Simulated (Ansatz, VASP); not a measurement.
This is a calculation of CdTe for Ansatz 0.2.0.

Contents of input.yaml:

```yaml
crystal:
  lattice:
    - [0.0, 3.205, 3.205]
    - [3.205, 0.0, 3.205]
    - [3.205, 3.205, 0.0]
  atoms:
    - { symbol: Te, position: [0.75, 0.75, 0.75] }
    - { symbol: Cd, position: [0.0, 0.0, 0.0] }
kpoints:
  mp_grid: { grid: [7, 7, 7] }
scf:
  occupations: { method: fermi_dirac, width: 0.05 }
hamiltonian:
  xc: pbesol
  dispersion: d3bj
  pseudopotentials: { kind: all_electron, lapw: { basis_error: 0.001 } }
output:
  forces: true
  stress: true
relax:
  f_tol: 0.005
  max_steps: 60
  cell: {}
```

Potentials or basis: all-electron LAPW, scalar-relativistic.

Launch:

```sh
$ ansatz run input.yaml --threads 1 --pin off --max-ram 3072MiB --backend cpu --events-out ev --progress --plain --runs-dir out
```

Task: Translate it to VASP 6.6.1. Potentials there: VASP PAW PBE potentials, release 64 (Te, Cd).

Result: As run (the cutoff follows the program's own potentials):

INCAR

```
ALGO = Normal
EDIFF = 1E-6
EDIFFG = -0.005
ENCUT = 600
GGA = PS
IBRION = 2
ISIF = 3
ISMEAR = -1
IVDW = 12
LASPH = T
LCHARG = F
LREAL = F
LWAVE = F
NELM = 60
NSW = 80
PREC = Accurate
SIGMA = 0.05
```

The input KPOINTS:

```
k-points
0
Gamma
  7 7 7
```

Contents of POSCAR:

```
CdTe
1.0
    0.0000000000      3.2050000000      3.2050000000
    3.2050000000      0.0000000000      3.2050000000
    3.2050000000      3.2050000000      0.0000000000
Te Cd
1 1
Direct
    0.7500000000      0.7500000000      0.7500000000
    0.0000000000      0.0000000000      0.0000000000
```

Potentials or basis: VASP PAW PBE potentials, release 64 (Te, Cd).

The run is started by

```sh
$ cat potpaw_PBE.64/Te/POTCAR potpaw_PBE.64/Cd/POTCAR > POTCAR
$ mpirun -np 1 vasp_std > vasp.out
```

Both were run:

|  | VASP | Ansatz | Ansatz less VASP |
| --- | --- | --- | --- |
| relaxed volume (Å³/atom) | 33.01 | 32.92 | -0.090 |
| relaxed cell length with the largest relative difference (Å) | 4.537 | 4.533 | -0.0041 |

VASP's potentials were made for PBE, not for PBEsol. Ansatz ran all-electron here, and VASP with PAW potentials.

Neither program's run includes spin-orbit coupling.
